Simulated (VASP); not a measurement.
Runs of VASP 6.6.1 on Al4As. The structure is that of space group P4/mmm (No. 123), or close to it. The cells are those of the table. 

| task | cell | k mesh | cutoff (eV) | gap on the mesh (eV) | pressure (GPa) | relaxed volume (Å³/atom) | largest force (eV/Å) |
| --- | --- | --- | --- | --- | --- | --- | --- |
| single point | a = 4.081, b = 4.081, c = 5.771 Å, 5 atoms | 4 × 4 × 4 | 520 | none | (b) | - | 2.01 |
| single point | a = 3.948, b = 3.948, c = 6.567 Å, 5 atoms | 4 × 4 × 4 | 520 | none | (a) | - | 0.02 |
| relaxation of cell and atoms | relaxed from a = 4.081, b = 4.081, c = 5.771 Å, 5 atoms | 4 × 4 × 4 | 600 | none | 0.0 | 20.49 | 0.02 |
| single point | a = 3.886, b = 3.886, c = 6.695 Å, 5 atoms | 10 × 10 × 6 | 520 | none | 0.0 | - | 0.01 |
| relaxation of cell and atoms | relaxed from a = 3.948, b = 3.948, c = 6.567 Å, 5 atoms | 10 × 10 × 6 | 600 | none | 0.0 | 20.23 | 0.01 |

Alike in all rows: level PBE; potentials or basis VASP PAW PBE potentials, release 64 (Al, As); no spin polarisation; smearing gaussian 0.1 eV.

Q: Fill in the values left out.

A: (a) 0.1; (b) 8.6.

Caveats: some runs use coarse meshes; forces of over 1 eV/Å act on the atoms, so gaps and moduli don't describe the material at rest (some runs).

A k mesh can miss the band edges, and the runs leave out spin-orbit coupling on As.

A gap of «none» marks levels without a gap at the run's occupations.
